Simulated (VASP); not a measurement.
# K3Al (Pm-3m) in VASP: notebook, part 2 of 2

VASP 6.6.1. Earlier steps stand in the parts before.

## (4) Relaxation of cell and atoms, PBE

INCAR

```
ALGO     = Fast           # electronic algorithm
EDIFF    = 1E-6           # SCF threshold, eV
EDIFFG   = -0.04          # ionic threshold
ENCUT    = 600            # plane-wave cutoff, eV
GGA      = PE             # functional
IBRION   = 2              # ionic algorithm
ISIF     = 3              # what is computed and relaxed
ISMEAR   = 0              # smearing method
LASPH    = T              # aspherical terms in the spheres
LCHARG   = F              # write CHGCAR
LREAL    = F              # projectors in reciprocal space
LWAVE    = F              # write WAVECAR
NELM     = 60             # most SCF steps
NSW      = 90             # ionic steps
PREC     = Accurate       # precision mode
SIGMA    = 0.1            # smearing width, eV
```

KPOINTS

```
k-points
0
Gamma
  4 4 4
```

POSCAR

```
K3Al
1.0
    4.9615215979      0.0000000000      0.0000000000
    0.0000000000      4.9615215979      0.0000000000
    0.0000000000      0.0000000000      4.9615215979
K Al
3 1
Direct
    0.0000000000      0.5000000000      0.5000000000
    0.5000000000      0.0000000000      0.5000000000
    0.5000000000      0.5000000000      0.0000000000
    0.0000000000      0.0000000000      0.0000000000
```

Potentials or basis: VASP PAW PBE potentials, release 64 (K_sv, Al).

Started as:

```sh
cat potpaw_PBE.64/K_sv/POTCAR potpaw_PBE.64/Al/POTCAR > POTCAR
mpirun -np 1 vasp_std > vasp.out
```

OUTCAR:

```text
EDIFF = 1E-6
   EDIFFG = -0.04
   ENCUT = 600
   GGA = PE
   IBRION = 2
   ISIF = 3
   ISMEAR = 0
   LASPH = T
   LREAL = F
   NELM = 60
   NSW = 90
   PREC = Accurate

 ion  position               nearest neighbor table
   1  0.000  0.500  0.500-   2 3.51   3 3.51   4 3.51   3 3.51   4 3.51   2 3.51   4 3.51   4 3.51
                             2 3.51   3 3.51   3 3.51   2 3.51
   2  0.500  0.000  0.500-   1 3.51   3 3.51   4 3.51   3 3.51   4 3.51   1 3.51   3 3.51   3 3.51
                             1 3.51   4 3.51   4 3.51   1 3.51
   3  0.500  0.500  0.000-   1 3.51   2 3.51   4 3.51   1 3.51   2 3.51   2 3.51   4 3.51   2 3.51
                             1 3.51   4 3.51   1 3.51   4 3.51
   4  0.000  0.000  0.000-   1 3.51   2 3.51   3 3.51   1 3.51   2 3.51   1 3.51   3 3.51   1 3.51
                             2 3.51   3 3.51   2 3.51   3 3.51

  LATTYP: Found a simple cubic cell.
 ALAT       =     4.9615215979

  Lattice vectors:

[... 177 lines left out ...]
  -------------------------------------------------------------------------------------
  Total        5.8991826      5.8991826      5.8991826     -0.0000000      0.0000000     -0.0000000
  in kB       77.3851741     77.3851741     77.3851741     -0.0000000      0.0000000     -0.0000000
  external PRESSURE =      77.3851741 kB  Pullay stress =       0.0000000 kB
[... 139 lines left out ...]
--------------------------------------- Ionic step        5  -------------------------------------------

 number of electron      30.0000004 magnetization

 Free energy of the ion-electron system (eV)
  ---------------------------------------------------
  ext. energy  EPLUGINS =         0.00000000
  ---------------------------------------------------
  free energy    TOTEN  =        -5.67053048 eV

  energy without entropy =       -5.66359470  energy(sigma->0) =       -5.66706259

 E-fermi :   0.7529     XC(G=0):  -6.7587

 val. band max:        0.6023923707   @ k =   0.2500   0.2500   0.2500
 cond. band min:       0.8217477940   @ k =   0.5000   0.5000   0.0000
 fundamental gap:      0.2193554233
 Fermi energy:         0.7529349580

 k-point     1 :       0.0000    0.0000    0.0000
  band No.  band energies     occupation
      1     -30.9801      2.00000
      2     -30.9532      2.00000
      3     -30.9532      2.00000
      4     -14.5963      2.00000
      5     -14.5963      2.00000
      6     -14.5963      2.00000
[... 240 lines left out ...]
  FREE ENERGIE OF THE ION-ELECTRON SYSTEM (eV)
  ---------------------------------------------------
  free  energy   TOTEN  =        -5.6705304784 eV

  energy  without entropy=       -5.6635947036  energy(sigma->0) =       -5.66706259

 reached required accuracy - stopping structural energy minimisation
```

CONTCAR:

```text
K3Al
   1.00000000000000
     5.7491057979277604   -0.0000000000000000   -0.0000000000000000
    -0.0000000000000000    5.7491057979277604   -0.0000000000000000
     0.0000000000000000    0.0000000000000000    5.7491057979277613
  K               Al
     3     1
Direct
     0.0000000000000000    0.5000000000000000    0.5000000000000000
     0.5000000000000000    0.0000000000000000    0.5000000000000000
     0.5000000000000000    0.5000000000000000    0.0000000000000000
     0.0000000000000000    0.0000000000000000    0.0000000000000000

  0.00000000E+00  0.00000000E+00  0.00000000E+00
  0.00000000E+00  0.00000000E+00  0.00000000E+00
  0.00000000E+00  0.00000000E+00  0.00000000E+00
  0.00000000E+00  0.00000000E+00  0.00000000E+00
```

Run time: 4.5 min. Hardware: 1 thread of Intel Xeon 6975P-C (Granite Rapids), shared host; peak memory 0.25 GiB.

Results:

| Property | Result |
| --- | --- |
| Free energy | -5.6705 eV |
| Relaxed volume | 47.51 Å³/atom |
| Relaxed cell | a = 5.749 Å, b = 5.749 Å, c = 5.749 Å, α = 90.00°, β = 90.00°, γ = 90.00° |
| Space group after relaxing (to 0.1 Å) | Pm-3m (No. 221) |
| Energy gained by relaxing | 281.4 meV/atom |
| Ionic steps | 5 |
| Pressure after relaxing | 0.0 GPa |
| Band gap on the k mesh | zero (bands 15 and 16 overlap by 0.81 eV) |

The path:
```csv
step,energy change (eV),largest force (eV/Å),pressure (GPa),volume (Å³)
1,0.0000,0.0000,7.74,122.14
2,-0.8509,0.0000,2.71,150.10
3,-1.0904,0.0000,0.75,173.83
4,-1.1237,0.0000,0.16,185.92
5,-1.1258,0.0000,-0.01,190.02
```

Final structure:
```xyz
4
Lattice="5.7491 0.0000 0.0000 0.0000 5.7491 0.0000 0.0000 0.0000 5.7491" Properties=species:S:1:pos:R:3 pbc="T T T"
K     0.0000    2.8746    2.8746
K     2.8746    0.0000    2.8746
K     2.8746    2.8746    0.0000
Al    0.0000    0.0000    0.0000
```

Caveat: the volume moved by over 15 % at a fixed basis, so the end points are rough.

## (5) The runs side by side

| task | cell | cutoff (eV) | gap on the mesh (eV) | pressure (GPa) |
| --- | --- | --- | --- | --- |
| single point | a = 4.962 Å, 4 atoms | 520 | none | 7.7 |
| single point | a = 5.695 Å, 4 atoms | 520 | none | 0.2 |
| relaxation of cell and atoms | relaxed from a = 4.962 Å, 4 atoms | 600 | none | 0.0 |

Alike in all rows: level PBE; potentials or basis VASP PAW PBE potentials, release 64 (K_sv, Al); no spin polarisation; k mesh 4 × 4 × 4; smearing gaussian 0.1 eV.

Caveats: the cell stands under pressure (at least some runs); the volume moved by over 15 % at a fixed basis, so the end points are rough (at least some runs).

Absolute energies hang on the potentials; compare differences alone.
